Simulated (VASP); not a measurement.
# AlAu (Pm-3m) in VASP: a series of runs

Runs on AlAu. Level: LDA. Tasks: electric field gradients.

All numbers are computed with VASP 6.6.1; they aren't measurements. Logs are shortened: lines on timing, memory, paths and dates and some standing lists are left out, and cuts for length are marked.

## Step 1: The cell of the first run

The structure is cubic, space group Pm-3m (No. 221). The conventional cell has a = 3.224 Å, b = 3.224 Å, c = 3.224 Å, α = 90.00°, β = 90.00°, γ = 90.00°. Al (site symmetry m-3m) has 8 Au at 2.79 Å and 6 Al at 3.22 Å within 3.7 Å. Au (site symmetry m-3m) has 8 Al at 2.79 Å and 6 Au at 3.22 Å within 3.7 Å.

## Step 2: Electric field gradients, LDA

Contents of INCAR:

```
SYSTEM = AlAu
PREC = Accurate
ENCUT = 520
EDIFF = 1E-8
ISMEAR = -1
SIGMA = 0.05
LREAL = .False.
LASPH = .True.
NELM = 60
ALGO = Normal
ISIF = 2
LWAVE = .False.
LCHARG = .False.
GGA = CA
LEFG = .True.
NBANDS = 14
```

Contents of KPOINTS:

```
regular mesh
0
Gamma
  11 11 11
  0 0 0
```

Contents of POSCAR:

```
AlAu
1.0
    3.2239420000      0.0000000000      0.0000000000
    0.0000000000      3.2239420000      0.0000000000
    0.0000000000      0.0000000000      3.2239420000
Al Au
1 1
Direct
    0.0000000000      0.0000000000      0.0000000000
    0.5000000000      0.5000000000      0.5000000000
```

Potentials or basis: VASP PAW LDA potentials, release 64 (Al, Au).

Command:

```sh
> cat potpaw_LDA.64/Al/POTCAR potpaw_LDA.64/Au/POTCAR > POTCAR
> mpirun -np 1 vasp_std > vasp.out
```

OUTCAR:

```text
SYSTEM = AlAu
   PREC = Accurate
   ENCUT = 520
   EDIFF = 1E-8
   ISMEAR = -1
   LREAL = .False.
   LASPH = .True.
   NELM = 60
   ISIF = 2
   GGA = CA

 ion  position               nearest neighbor table
   1  0.000  0.000  0.000-   2 2.79   2 2.79   2 2.79   2 2.79   2 2.79   2 2.79   2 2.79   2 2.79

   2  0.500  0.500  0.500-   1 2.79   1 2.79   1 2.79   1 2.79   1 2.79   1 2.79   1 2.79   1 2.79

  LATTYP: Found a simple cubic cell.
 ALAT       =     3.2239420000

  Lattice vectors:

 A1 = (   3.2239420000,   0.0000000000,   0.0000000000)
 A2 = (   0.0000000000,   3.2239420000,   0.0000000000)
 A3 = (   0.0000000000,   0.0000000000,   3.2239420000)

Analysis of symmetry for initial positions (statically):
=====================================================================
 Subroutine PRICEL returns:
 Original cell was already a primitive cell.

 Routine SETGRP: Setting up the symmetry group for a
 simple cubic supercell.

 Subroutine GETGRP returns: Found 48 space group operations
 (whereof 48 operations were pure point group operations)
 out of a pool of 48 trial point group operations.

The static configuration has the point symmetry O_h .

Analysis of symmetry for dynamics (positions and initial velocities):
=====================================================================
 Subroutine PRICEL returns:
 Original cell was already a primitive cell.

 Routine SETGRP: Setting up the symmetry group for a
 simple cubic supercell.

 Subroutine GETGRP returns: Found 48 space group operations
 (whereof 48 operations were pure point group operations)
 out of a pool of 48 trial point group operations.

The dynamic configuration has the point symmetry O_h .

 Subroutine INISYM returns: Found 48 space group operations
 (whereof 48 operations are pure point group operations),
 and found     1 'primitive' translations

----------------------------------------------------------------------------------------

                                     Primitive cell

  volume of cell :      33.5090

  direct lattice vectors                    reciprocal lattice vectors
     3.223942000  0.000000000  0.000000000     0.310179277  0.000000000  0.000000000
     0.000000000  3.223942000  0.000000000     0.000000000  0.310179277  0.000000000
     0.000000000  0.000000000  3.223942000     0.000000000  0.000000000  0.310179277

  length of vectors
     3.223942000  3.223942000  3.223942000     0.310179277  0.310179277  0.310179277

  position of ions in fractional coordinates (direct lattice)
     0.000000000  0.000000000  0.000000000
     0.500000000  0.500000000  0.500000000

  ion indices of the primitive-cell ions
   primitive index   ion index
                 1           1
                 2           2

----------------------------------------------------------------------------------------

 KPOINTS: regular mesh

Automatic generation of k-mesh.
 Grid dimensions read from file:
 generate k-points for:   11   11   11

 Generating k-lattice:

  Cartesian coordinates                     Fractional coordinates (reciprocal lattice)
     0.028198116  0.000000000  0.000000000     0.090909091  0.000000000  0.000000000
     0.000000000  0.028198116  0.000000000     0.000000000  0.090909091  0.000000000
     0.000000000  0.000000000  0.028198116     0.000000000  0.000000000  0.090909091

  Length of vectors
     0.028198116  0.028198116  0.028198116

  Shift w.r.t. Gamma in fractional coordinates (k-lattice)
     0.000000000  0.000000000  0.000000000

 Subroutine IBZKPT returns following result:
 ===========================================

 Found     56 irreducible k-points:

 Following reciprocal coordinates:
            Coordinates               Weight
  0.000000  0.000000  0.000000      1.000000
  0.090909  0.000000  0.000000      6.000000
  0.181818  0.000000  0.000000      6.000000
  0.272727  0.000000  0.000000      6.000000
  0.363636  0.000000  0.000000      6.000000
  0.454545  0.000000  0.000000      6.000000
[... 16 lines left out ...]
  0.181818  0.090909  0.090909     24.000000
  0.272727  0.090909  0.090909     24.000000
 [... further k-points ...]
   k-points           NKPTS =     56   k-points in BZ     NKDIM =     56   number of bands    NBANDS=     14
   number of dos      NEDOS =    301   number of ions     NIONS =      2
   total plane-waves  NPLWV =  13824
   dimension x,y,z NGX =    24 NGY =   24 NGZ =   24
   dimension x,y,z NGXF=    48 NGYF=   48 NGZF=   48
   ions per type =               1   1
   NGX,Y,Z   is equivalent  to a cutoff of  12.38, 12.38, 12.38 a.u.
   NGXF,Y,Z  is equivalent  to a cutoff of  24.75, 24.75, 24.75 a.u.
 SYSTEM =  AlAu
   PREC   = accura    normal or accurate (medium, high low for compatibility)
   ISTART =      0    job   : 0-new  1-cont  2-samecut
   ICHARG =      2    charge: 1-file 2-atom 10-const
   ISPIN  =      1    spin polarized calculation?
   LNONCOLLINEAR =      F non collinear calculations
   LSORBIT =      F    spin-orbit coupling
   LASPH  =      T    aspherical Exc in radial PAW
   ENCUT  =  520.0 eV  38.22 Ry    6.18 a.u.   5.99  5.99  5.99*2*pi/ulx,y,z
   NELM   =     60;   NELMIN=  2; NELMDL= -5     # of ELM steps
   EDIFF  = 0.1E-07   stopping-criterion for ELM
   LREAL  =      F    real-space projection
   EDIFFG = 0.1E-06   stopping-criterion for IOM
   NSW    =      0    number of steps for IOM
   IBRION =     -1    ionic relax: 0-MD 1-quasi-New 2-CG
   NFREE  =      0    steps in history (QN), initial steepest desc. (CG)
   ISIF   =      2    stress and relaxation
   ISYM   =      2    0-nonsym 1-usesym 2-fastsym
   POTIM  = 0.5000    time-step for ionic-motion
   TEBEG  =    0.0;   TEEND  =   0.0 temperature during run
   PSTRESS=    0.0 pullay stress
   NELECT =      14.0000    total number of electrons
   NUPDOWN=      -1.0000    fix difference up-down
   EMIN   =  10.00;   EMAX   =-10.00  energy-range for DOS
   EFERMI =   0.00;   METHOD = LEGACY
   ISMEAR =    -1;   SIGMA  =   0.05  broadening in eV -4-tet -1-fermi 0-gaus
   EFERMI_NEDOS =   21; number of points for ismear=-14 and -15
   IALGO  =     38    algorithm
   IMIX   =      4    mixing-type and parameters
     AMIX     =   0.40;   BMIX     =  1.00
     AMIX_MAG =   1.60;   BMIX_MAG =  1.00
  volume/ion in A,a.u.               =      16.75       113.06
  Fermi-wavevector in a.u.,A,eV,Ry     =   1.223856  2.312752 20.379123  1.497823
  Thomas-Fermi vector in A             =   2.358952
   LORBIT       =      0    0 simple, 1 ext, 2 COOP (PROOUT), +10 PAW based schemes
   GGA     = CA    functional components
   LHFCALC =     F    Hartree Fock is set to
   AEXX    =    0.0000 exact exchange contribution
   IVDW    =     0    specifies the selected vdW correction
   LEPSILON=     F    determine dielectric tensor
   LRPA    =     F    only Hartree local field effects (RPA)
 non-spin polarized calculation
  energy-cutoff  :      520.00
  volume of cell :       33.51
 maximum number of plane-waves:       917
 NGX is ok and might be reduce to    24
   NGX = 11   NGY = 11   NGZ = 11

 number of electron      14.0000002 magnetization

 Free energy of the ion-electron system (eV)
  ---------------------------------------------------
  ext. energy  EPLUGINS =         0.00000000
  ---------------------------------------------------
  free energy    TOTEN  =        -9.17205657 eV

  energy without entropy =       -9.16566633  energy(sigma->0) =       -9.16886145

 E-fermi :   9.3893     XC(G=0): -11.6931

 val. band max:        9.3792996758   @ k =   0.4545   0.4545   0.3636
 cond. band min:       9.4164223202   @ k =   0.2727   0.2727   0.0000
 fundamental gap:      0.0371226444
 Fermi energy:         9.3892703268

 k-point     1 :       0.0000    0.0000    0.0000
  band No.  band energies     occupation
      1      -1.9315      2.00000
      2       2.7759      2.00000
      3       2.7759      2.00000
      4       4.6469      2.00000
      5       4.6469      2.00000
      6       4.6469      2.00000
      7      12.1703      0.00000
      8      12.1703      0.00000
      9      12.1703      0.00000
     10      15.8801      0.00000
     11      16.8472      0.00000
     12      16.8472      0.00000
     13      26.0344      0.00000
     14      26.0344      0.00000

 k-point     2 :       0.0909    0.0000    0.0000
  band No.  band energies     occupation
      1      -1.7968      2.00000
      2       2.8016      2.00000
      3       2.8279      2.00000
      4       4.5643      2.00000
      5       4.5643      2.00000
      6       4.6557      2.00000
      7      11.1650      0.00000
      8      12.3788      0.00000
      9      12.3788      0.00000
     10      16.2528      0.00000
     11      16.7082      0.00000
     12      17.7337      0.00000
     13      24.5728      0.00000
     14      24.5728      0.00000

 k-point     3 :       0.1818    0.0000    0.0000
  band No.  band energies     occupation
      1      -1.4002      2.00000
      2       2.8720      2.00000
      3       2.9526      2.00000
      4       4.3563      2.00000
      5       4.3563      2.00000
      6       4.6795      2.00000
      7       9.4386      0.54316
      8      12.9650      0.00000
      9      12.9650      0.00000
     10      16.3442      0.00000
     11      16.5357      0.00000
     12      19.9157      0.00000
     13      22.6892      0.00000
     14      22.6892      0.00000
[... 324 lines left out ...]
 k-point    23 :       0.1818    0.0909    0.0909
  band No.  band energies     occupation
      1      -1.1391      2.00000
      2       2.9652      2.00000
      3       3.0322      2.00000
      4       4.2538      2.00000
      5       4.2828      2.00000
      6       4.5225      2.00000
      7       9.7876      0.00069
      8      11.9359      0.00000
      9      12.2016      0.00000
     10      17.3237      0.00000
     11      17.9599      0.00000
     12      19.9222      0.00000
     13      21.3090      0.00000
     14      21.9832      0.00000

 k-point    24 :       0.2727    0.0909    0.0909
  band No.  band energies     occupation
      1      -0.5166      2.00000
      2       3.0610      2.00000
      3       3.0927      2.00000
      4       4.0168      2.00000
      5       4.0775      2.00000
      6       4.5590      2.00000
      7       8.1572      2.00000
      8      12.6530      0.00000
      9      12.9580      0.00000
     10      16.8901      0.00000
     11      18.3071      0.00000
     12      19.5086      0.00000
     13      20.5550      0.00000
     14      22.3465      0.00000

 [... further k-points ...]

------------------------ aborting loop because EDIFF is reached ----------------------------------------

  FORCE on cell =-STRESS in cart. coord.  units (eV):
  Direction    XX          YY          ZZ          XY          YZ          ZX
  --------------------------------------------------------------------------------------
  -------------------------------------------------------------------------------------
  Total       -1.5628461     -1.5628461     -1.5628461      0.0000000      0.0000000     -0.0000000
  in kB      -74.7248649    -74.7248649    -74.7248649      0.0000000      0.0000000     -0.0000000
  external PRESSURE =     -74.7248649 kB  Pullay stress =       0.0000000 kB

 VOLUME and BASIS-vectors are now :
 -----------------------------------------------------------------------------
  energy-cutoff  :      520.00
  volume of cell :       33.51
      direct lattice vectors                 reciprocal lattice vectors
     3.223942000  0.000000000  0.000000000     0.310179277  0.000000000  0.000000000
     0.000000000  3.223942000  0.000000000     0.000000000  0.310179277  0.000000000
     0.000000000  0.000000000  3.223942000     0.000000000  0.000000000  0.310179277

 POSITION                                       TOTAL-FORCE (eV/Angst)
 -----------------------------------------------------------------------------------
      0.00000      0.00000      0.00000         0.000000      0.000000      0.000000
      1.61197      1.61197      1.61197         0.000000      0.000000      0.000000
 -----------------------------------------------------------------------------------
    total drift:                                0.000000     -0.000000     -0.000000

  FREE ENERGIE OF THE ION-ELECTRON SYSTEM (eV)
  ---------------------------------------------------
  free  energy   TOTEN  =        -9.1720565723 eV

  energy  without entropy=       -9.1656663332  energy(sigma->0) =       -9.16886145

 Electric field gradients (V/A^2)
---------------------------------------------------------------------
 ion       V_xx      V_yy      V_zz      V_xy      V_xz      V_yz
---------------------------------------------------------------------
   1      -0.000    -0.000    -0.000     0.000     0.000     0.000
   2      -0.000     0.000     0.000    -0.000    -0.000    -0.000
---------------------------------------------------------------------

 Electric field gradients after diagonalization (V/A^2)
 (convention: |V_zz| > |V_xx| > |V_yy|)
----------------------------------------------------------------------
 ion       V_xx      V_yy      V_zz     asymmetry (V_yy - V_xx)/ V_zz
----------------------------------------------------------------------
   1      -0.000    -0.000    -0.000      -0.139
   2      -0.000     0.000     0.000       0.309
----------------------------------------------------------------------

           NMR quadrupolar parameters

 Cq : quadrupolar parameter    Cq=e*Q*V_zz/h
 eta: asymmetry parameters     (V_yy - V_xx)/ V_zz
 Q  : nuclear electric quadrupole moment in mb (millibarn)
----------------------------------------------------------------------
 ion       Cq(MHz)       eta       Q (mb)
----------------------------------------------------------------------
   1      -0.000      -0.139       1.000
   2       0.000       0.309       1.000
----------------------------------------------------------------------
```

Run time: 6 s. Hardware: 1 thread of Intel Xeon Platinum 8559C (Emerald Rapids), shared host; peak memory 0.14 GiB.

Results:

```
Free energy            : -9.1721 eV
Pressure               : -7.5 GPa
Band gap on the k mesh : zero (band 7 reaches 12.17 eV, above the bottom of band 8 at 8.43 eV)
```

Levels at points of the mesh, in eV from the Fermi level:
| k point | band 4 | band 5 | band 6 | band 7 | band 8 | band 9 | band 10 | band 11 |
| --- | --- | --- | --- | --- | --- | --- | --- | --- |
| (0.00, 0.00, 0.00) | -4.74 | -4.74 | -4.74 | 2.78 | 2.78 | 2.78 | 6.49 | 7.46 |

Caveat: without QUAD_EFG the Cq values of the log hold for a quadrupole moment of 1 mb, not for the nuclei; spin-orbit coupling is left out, which moves the levels of the heavy elements.

[end of part 1 of 2]
